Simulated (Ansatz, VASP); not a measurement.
NbTe in VASP and in Ansatz

INCAR

```
SYSTEM = NbTe
ALGO     = Normal         ! electronic algorithm
EDIFF    = 1E-6           ! SCF threshold, eV
ENCUT    = 520            ! plane-wave cutoff, eV
GGA      = PE             ! functional
ISIF     = 2              ! what is computed and relaxed
ISMEAR   = 0              ! smearing method
LASPH    = .True.         ! aspherical terms in the spheres
LCHARG   = .True.         ! write CHGCAR
LELF     = .True.         ! ELF
LREAL    = .False.        ! projectors in reciprocal space
LVHAR    = .True.       
LWAVE    = .False.        ! write WAVECAR
NBANDS   = 16             ! bands
NELM     = 60             ! most SCF steps
PREC     = Accurate       ! precision mode
SIGMA    = 0.02           ! smearing width, eV
```

Contents of KPOINTS:

```
k-points
0
Gamma
  8 8 8
  0 0 0
```

POSCAR

```
NbTe
1.0
    3.4257000000      0.0000000000      0.0000000000
    0.0000000000      3.4257000000      0.0000000000
    0.0000000000      0.0000000000      3.4257000000
Nb Te
1 1
Direct
    0.5000000000      0.5000000000      0.5000000000
    0.0000000000      0.0000000000      0.0000000000
```

input.yaml

```yaml
crystal:
  lattice:
    - [3.4257, 0.0, 0.0]
    - [0.0, 3.4257, 0.0]
    - [0.0, 0.0, 3.4257]
  atoms:
    - { symbol: Nb, position: [0.5, 0.5, 0.5] }
    - { symbol: Te, position: [0.0, 0.0, 0.0] }
hamiltonian:
  xc: pbe
  pseudopotentials: { kind: paw }
kpoints:
  mp_grid: { grid: [8, 8, 8] }
scf:
  occupations: { method: gaussian, width: 0.02 }
output:
  forces: true
  stress: true
  eigenvalues: true
```

Alike in both runs: task single point; functional PBE; k mesh 8 × 8 × 8; occupations gaussian, width 0.02 eV; no spin polarisation.

|  | VASP | Ansatz |
| --- | --- | --- |
| version | VASP 6.6.1 | Ansatz 0.2.0 |
| potentials or method | VASP PAW PBE potentials, release 64 (Nb_sv, Te) | Ansatz PAW |
| plane-wave cutoff (eV) | 520 | 420 |
| valence electrons in the cell | 19 | 29 |

```tsv
	VASP	Ansatz	Ansatz less VASP
gap on the k mesh at the Fermi level (eV)	none	none	-
pressure (GPa)	-0.3	-0.1	+0.19
```

A gap of «none» marks a metal or a gap that the smearing closes. VASP's potentials hold 19 valence electrons a cell and Ansatz's 29, so a difference there can come from the potentials and not from the codes.

Spin-orbit coupling is off throughout.
